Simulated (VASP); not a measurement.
# KBr (P6_3/mmc) in VASP: further runs, part 2 of 2

VASP 6.6.1.

## Step 4: Single point, r2SCAN (volume changed by +3%)

Contents of POSCAR:

```
KBr
1.0
    5.6737501023      0.0000000000      0.0000000000
   -2.8368750511      4.9136117233      0.0000000000
    0.0000000000      0.0000000000      6.6184870986
K Br
2 2
Direct
    0.3333333333      0.6666666667      0.2500000000
    0.6666666667      0.3333333333      0.7500000000
    0.6666666667      0.3333333333      0.2500000000
    0.3333333333      0.6666666667      0.7500000000
```

Contents of INCAR.step1:

```
ALGO     = Normal         # electronic algorithm
EDIFF    = 1E-4           # SCF threshold, eV
ENCUT    = 520            # plane-wave cutoff, eV
GGA      = PE             # functional
ISMEAR   = 0              # smearing method
LASPH    = T              # aspherical terms in the spheres
LCHARG   = F              # write CHGCAR
LREAL    = F              # projectors in reciprocal space
LWAVE    = T              # write WAVECAR
NBANDS   = 24             # bands
NELM     = 60             # most SCF steps
PREC     = Accurate       # precision mode
SIGMA    = 0.01           # smearing width, eV
```

Contents of INCAR.step2:

```
ALGO     = Normal         # electronic algorithm
EDIFF    = 1E-7           # SCF threshold, eV
ENCUT    = 520            # plane-wave cutoff, eV
ISIF     = 2              # what is computed and relaxed
ISMEAR   = 0              # smearing method
ISTART   = 1            
LASPH    = T              # aspherical terms in the spheres
LCHARG   = T              # write CHGCAR
LELF     = T              # ELF
LMIXTAU  = T            
LREAL    = F              # projectors in reciprocal space
LVHAR    = T            
LWAVE    = F              # write WAVECAR
METAGGA  = R2SCAN         # meta-GGA
NBANDS   = 24             # bands
NELM     = 60             # most SCF steps
PREC     = Accurate       # precision mode
SIGMA    = 0.01           # smearing width, eV
```

Contents of KPOINTS:

```
k-points
0
Gamma
  6 6 4
```

Potentials or basis: VASP PAW PBE potentials, release 64 (K_sv, Br).

The run is started by

```console
$ cat potpaw_PBE.64/K_sv/POTCAR potpaw_PBE.64/Br/POTCAR > POTCAR
$ cp INCAR.step1 INCAR
$ mpirun -np 1 vasp_std > vasp.out
$ cp INCAR.step2 INCAR
$ mpirun -np 1 vasp_std > vasp.out
```

OUTCAR:

```text
EDIFF = 1E-7
   ENCUT = 520
   ISIF = 2
   ISMEAR = 0
   ISTART = 1
   LASPH = T
   LREAL = F
   METAGGA = R2SCAN
   NELM = 60
   PREC = Accurate

 ion  position               nearest neighbor table
   1  0.333  0.667  0.250-   3 3.28   3 3.28   3 3.28
   2  0.667  0.333  0.750-   4 3.28   4 3.28   4 3.28
   3  0.667  0.333  0.250-   1 3.28   1 3.28   1 3.28
   4  0.333  0.667  0.750-   2 3.28   2 3.28   2 3.28

  LATTYP: Found a hexagonal cell.
 ALAT       =     5.6737501023
 C/A-ratio  =     1.1665101528

  Lattice vectors:

 A1 = (   5.6737501023,   0.0000000000,   0.0000000000)
 A2 = (  -2.8368750511,   4.9136117233,   0.0000000000)
 A3 = (   0.0000000000,   0.0000000000,   6.6184870986)

Analysis of symmetry for initial positions (statically):
=====================================================================
 Subroutine PRICEL returns:
 Original cell was already a primitive cell.

 Routine SETGRP: Setting up the symmetry group for a
 hexagonal supercell.

 Subroutine GETGRP returns: Found 24 space group operations
 (whereof 12 operations were pure point group operations)
 out of a pool of 24 trial point group operations.

The static configuration has the point symmetry D_3d.
 The point group associated with its full space group is D_6h.

Analysis of symmetry for dynamics (positions and initial velocities):
=====================================================================
 Subroutine PRICEL returns:
 Original cell was already a primitive cell.

 Routine SETGRP: Setting up the symmetry group for a
 hexagonal supercell.

 Subroutine GETGRP returns: Found 24 space group operations
 (whereof 12 operations were pure point group operations)
 out of a pool of 24 trial point group operations.

The dynamic configuration has the point symmetry D_3d.
 The point group associated with its full space group is D_6h.
[... 114 lines left out ...]
   ISMEAR =     0;   SIGMA  =   0.01  broadening in eV -4-tet -1-fermi 0-gaus
   EFERMI_NEDOS =   21; number of points for ismear=-14 and -15
   IALGO  =     38    algorithm
   IMIX   =      4    mixing-type and parameters
     AMIX     =   0.40;   BMIX     =  1.00
     AMIX_MAG =   1.60;   BMIX_MAG =  1.00
  volume/ion in A,a.u.               =      46.13       311.29
  Fermi-wavevector in a.u.,A,eV,Ry     =   0.912953  1.725230 11.340217  0.833482
  Thomas-Fermi vector in A             =   2.037408
   LORBIT       =      0    0 simple, 1 ext, 2 COOP (PROOUT), +10 PAW based schemes
   METAGGA = R2SCAN    functional components
   LHFCALC =     F    Hartree Fock is set to
   AEXX    =    0.0000 exact exchange contribution
   IVDW    =     0    specifies the selected vdW correction
   LEPSILON=     F    determine dielectric tensor
   LRPA    =     F    only Hartree local field effects (RPA)
 non-spin polarized calculation
 Gauss-broadening in eV      SIGMA  =   0.01
  energy-cutoff  :      520.00
  volume of cell :      184.51
 maximum number of plane-waves:      4993
   NGX = 21   NGY = 21   NGZ = 25

 number of electron      31.9999991 magnetization

 Free energy of the ion-electron system (eV)
  ---------------------------------------------------
  ext. energy  EPLUGINS =         0.00000000
  ---------------------------------------------------
  free energy    TOTEN  =       -46.22364282 eV

  energy without entropy =      -46.22364282  energy(sigma->0) =      -46.22364282

 E-fermi :  -2.9553     XC(G=0):  -6.5212

 val. band max:       -3.0112084428   @ k =   0.0000   0.0000   0.0000
 cond. band min:       1.7184134073   @ k =   0.0000   0.0000   0.0000
 fundamental gap:      4.7296218501
 Fermi energy:        -2.9552738794

 k-point     1 :       0.0000    0.0000    0.0000
  band No.  band energies     occupation
      1     -32.1135      2.00000
      2     -32.1081      2.00000
      3     -15.6375      2.00000
      4     -15.5570      2.00000
      5     -14.8713      2.00000
      6     -14.8600      2.00000
[... 556 lines left out ...]
     23       6.2157      0.00000
     24       6.2157      0.00000

------------------------ aborting loop because EDIFF is reached ----------------------------------------

  FORCE on cell =-STRESS in cart. coord.  units (eV):
  Direction    XX          YY          ZZ          XY          YZ          ZX
  --------------------------------------------------------------------------------------
  -------------------------------------------------------------------------------------
  Total       -0.3439122     -0.3439122     -0.4246519     -0.0000000      0.0000000      0.0000000
  in kB       -2.9862656     -2.9862656     -3.6873459     -0.0000000      0.0000000      0.0000000
  external PRESSURE =      -3.2199590 kB  Pullay stress =       0.0000000 kB

 VOLUME and BASIS-vectors are now :
 -----------------------------------------------------------------------------
  energy-cutoff  :      520.00
  volume of cell :      184.51
      direct lattice vectors                 reciprocal lattice vectors
     5.673750102  0.000000000  0.000000000     0.176250272  0.101758142  0.000000000
    -2.836875051  4.913611723  0.000000000     0.000000000  0.203516284  0.000000000
     0.000000000  0.000000000  6.618487099     0.000000000  0.000000000  0.151091932

 POSITION                                       TOTAL-FORCE (eV/Angst)
 -----------------------------------------------------------------------------------
     -0.00000      3.27574      1.65462        -0.000000      0.000000      0.000000
      2.83688      1.63787      4.96387         0.000000     -0.000000      0.000000
      2.83688      1.63787      1.65462         0.000000     -0.000000      0.000000
     -0.00000      3.27574      4.96387        -0.000000      0.000000      0.000000
 -----------------------------------------------------------------------------------
    total drift:                                0.000000     -0.000000      0.000000

  FREE ENERGIE OF THE ION-ELECTRON SYSTEM (eV)
  ---------------------------------------------------
  free  energy   TOTEN  =       -46.2236428155 eV

  energy  without entropy=      -46.2236428155  energy(sigma->0) =      -46.22364282
```

OUTCAR.step1:

```text
EDIFF = 1E-4
   ENCUT = 520
   GGA = PE
   ISMEAR = 0
[... 792 lines left out ...]
     -0.00000      3.27574      1.65462        -0.000000     -0.000000      0.000000
      2.83688      1.63787      4.96387         0.000000      0.000000      0.000000
      2.83688      1.63787      1.65462         0.000000      0.000000      0.000000
     -0.00000      3.27574      4.96387        -0.000000      0.000000      0.000000
 -----------------------------------------------------------------------------------
    total drift:                                0.000000     -0.000000      0.000000

  FREE ENERGIE OF THE ION-ELECTRON SYSTEM (eV)
  ---------------------------------------------------
  free  energy   TOTEN  =       -12.2830596235 eV

  energy  without entropy=      -12.2830596235  energy(sigma->0) =      -12.28305962
```

OSZICAR.step1:

```text
N       E                     dE             d eps       ncg     rms          rms(c)
DAV:   1     0.231180142635E+03    0.23118E+03   -0.13491E+04  1008   0.111E+03
DAV:   2     0.900177646220E+01   -0.22218E+03   -0.20961E+03  1248   0.282E+02
DAV:   3    -0.122706852931E+02   -0.21272E+02   -0.21179E+02  1664   0.747E+01
DAV:   4    -0.128077819103E+02   -0.53710E+00   -0.53603E+00  1400   0.125E+01
DAV:   5    -0.128356451295E+02   -0.27863E-01   -0.27862E-01  1552   0.186E+00    0.424E+00
DAV:   6    -0.123092793171E+02    0.52637E+00   -0.75301E-01  1248   0.314E+00    0.298E+00
DAV:   7    -0.122423626531E+02    0.66917E-01   -0.42153E-01  1280   0.252E+00    0.150E+00
DAV:   8    -0.122758144172E+02   -0.33452E-01   -0.63439E-02  1320   0.132E+00    0.360E-01
DAV:   9    -0.122770333586E+02   -0.12189E-02   -0.18462E-03  1336   0.205E-01    0.217E-01
DAV:  10    -0.122830007152E+02   -0.59674E-02   -0.55715E-03  1040   0.324E-01    0.903E-02
DAV:  11    -0.122830596235E+02   -0.58908E-04   -0.10676E-04  1016   0.604E-02
   1 F= -.12283060E+02 E0= -.12283060E+02  d E =-.143156E-14
```

Wall time 5.6 min (1 thread of Intel Xeon Platinum 8375C at 2.90GHz (Ice Lake), shared host); peak memory 0.36 GiB.

Results:

- Free energy: -46.2236 eV
- Pressure: -0.3 GPa
- Band gap on the k mesh: 4.73 eV, direct

Caveat: the PAW data sets were made with another functional, which shifts forces and pressure a little.

## Step 5: Single point, r2SCAN (volume changed by +6%)

Contents of POSCAR:

```
KBr
1.0
    5.7283087387      0.0000000000      0.0000000000
   -2.8641543693      4.9608608884      0.0000000000
    0.0000000000      0.0000000000      6.6821303018
K Br
2 2
Direct
    0.3333333333      0.6666666667      0.2500000000
    0.6666666667      0.3333333333      0.7500000000
    0.6666666667      0.3333333333      0.2500000000
    0.3333333333      0.6666666667      0.7500000000
```

Contents of INCAR.step1:

```
PREC = Accurate
ENCUT = 520
ISMEAR = 0
SIGMA = 0.01
LREAL = False
LASPH = True
NELM = 80
NBANDS = 24
GGA = PE
ALGO = Normal
EDIFF = 1E-4
LWAVE = True
LCHARG = False
```

Contents of INCAR.step2:

```
PREC = Accurate
ENCUT = 520
EDIFF = 1E-6
ISMEAR = 0
SIGMA = 0.01
LREAL = False
LASPH = True
NELM = 80
ALGO = Normal
ISIF = 2
LWAVE = False
LCHARG = False
METAGGA = R2SCAN
LMIXTAU = True
NBANDS = 24
ISTART = 1
```

Contents of KPOINTS:

```
regular mesh
0
Gamma
  6 6 4
```

The run is started by

```console
$ cat potpaw_PBE.64/K_sv/POTCAR potpaw_PBE.64/Br/POTCAR > POTCAR
$ cp INCAR.step1 INCAR
$ mpirun -np 1 vasp_std > vasp.out
$ cp INCAR.step2 INCAR
$ mpirun -np 1 vasp_std > vasp.out
```

Run time: 4.9 min. Hardware: 1 thread of Intel Xeon Platinum 8375C at 2.90GHz (Ice Lake), shared host; peak memory 0.41 GiB.

Results (log left out):

| Quantity | Value |
| --- | --- |
| Free energy | -46.2087 eV |
| Pressure | -0.6 GPa |
| Band gap on the k mesh | 4.69 eV, direct |

Stress tensor (GPa, compression positive):
```
-0.56  0.00  0.00
 0.00 -0.56  0.00
 0.00  0.00 -0.69
```

Levels at points of the mesh, in eV from the valence-band top:
| k point | band 12 | band 13 | band 14 | band 15 | band 16 | band 17 | band 18 | band 19 | band 20 | band 21 |
| --- | --- | --- | --- | --- | --- | --- | --- | --- | --- | --- |
| (0.00, 0.00, 0.00) | -0.43 | -0.43 | -0.24 | -0.24 | 0.00 | 4.69 | 7.68 | 8.07 | 8.07 | 8.80 |
| (0.50, 0.00, 0.00) | -0.46 | -0.43 | -0.40 | -0.23 | -0.13 | 6.42 | 6.97 | 7.20 | 7.47 | 8.38 |
| (0.00, 0.00, 0.50) | -0.56 | -0.35 | -0.35 | -0.35 | -0.35 | 5.93 | 5.93 | 8.97 | 8.97 | 8.97 |
| (0.50, 0.00, 0.50) | -0.81 | -0.32 | -0.32 | -0.23 | -0.23 | 6.71 | 6.71 | 8.36 | 8.36 | 8.76 |

Caveat: the PAW data sets were made with another functional, which shifts forces and pressure a little. A k mesh can miss the band edges.

## Step 6: Summary

| cell | gap on the mesh (eV) | pressure (GPa) |
| --- | --- | --- |
| a = 5.618, b = 5.618, c = 6.554 Å, angles 90.0, 90.0, 120.0°, 4 atoms | 4.77 | 0.0 |
| a = 5.674, b = 5.674, c = 6.618 Å, angles 90.0, 90.0, 120.0°, 4 atoms | 4.73 | -0.3 |
| a = 5.728, b = 5.728, c = 6.682 Å, angles 90.0, 90.0, 120.0°, 4 atoms | 4.69 | -0.6 |

Alike in all rows: task single point; level r2SCAN; potentials or basis VASP PAW PBE potentials, release 64 (K_sv, Br); no spin polarisation; k mesh 6 × 6 × 4; cutoff (eV) 520; smearing gaussian 0.01 eV.

Caveats: the PAW data sets were made with another functional, which shifts forces and pressure a little.

Total energies depend on the potentials used, so only differences within one code and one set of settings carry meaning.
